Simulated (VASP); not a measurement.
Write the native input for VASP 6.6.1 that does the following.

| Item | Value |
| --- | --- |
| Task | single point |
| Functional | PBEsol |
| Potentials or basis | VASP PAW PBE potentials, release 64 (Ta_pv, C) |
| Cutoff | 520 eV |
| k mesh | 15 × 15 × 8 |
| Occupations | gaussian, width 0.1 eV |
| Spin | no spin polarisation |
| Dipole correction | no |
| Further INCAR settings | ALGO = Normal; EDIFF = 1e-07; NBANDS = 20 |

The structure of Ta2C lies in POSCAR:

```
Ta2C
1.0
    3.1732987814      0.0000000000      0.0000000000
   -1.5866493907      2.7481573585      0.0000000000
    0.0000000000      0.0000000000      5.2021288800
Ta C
2 1
Direct
    0.3333333333      0.6666666667      0.2445819016
    0.6666666667      0.3333333333      0.7554180984
    0.0000000000      0.0000000000      0.0000000000
```

This cell differs from its parent crystal: strained and its atoms moved.

One way to write it, as run:

INCAR

```
PREC = Accurate
ENCUT = 520
EDIFF = 1E-7
ISMEAR = 0
SIGMA = 0.1
LREAL = False
LASPH = True
NELM = 60
ALGO = Normal
ISIF = 2
LWAVE = False
LCHARG = False
GGA = PS
NBANDS = 20
```

KPOINTS

```
regular mesh
0
Gamma
  15 15 8
```

Potentials or basis: VASP PAW PBE potentials, release 64 (Ta_pv, C).

Command:

```console
$ cat potpaw_PBE.64/Ta_pv/POTCAR potpaw_PBE.64/C/POTCAR > POTCAR
$ mpirun -np 1 vasp_std > vasp.out
```

It gave:

| Quantity | Value |
| --- | --- |
| Pressure | -21.8 GPa |
| Largest force | 0.043 eV/Å |
| Band gap on the k mesh | zero (band 13 reaches 6.00 eV, above the bottom of band 14 at 5.45 eV) |

Caveat: the cell differs from its parent crystal (strained and its atoms moved); the PAW data sets were made with another functional, which shifts forces and pressure a little; spin-orbit coupling is left out, which moves the levels of the heavy elements.

Wall time 110 s on 1 thread of Intel(R) Xeon(R) Platinum 8259CL CPU @ 2.50GHz (Skylake/Cascade Lake), on a shared host, peak memory 0.28 GiB.
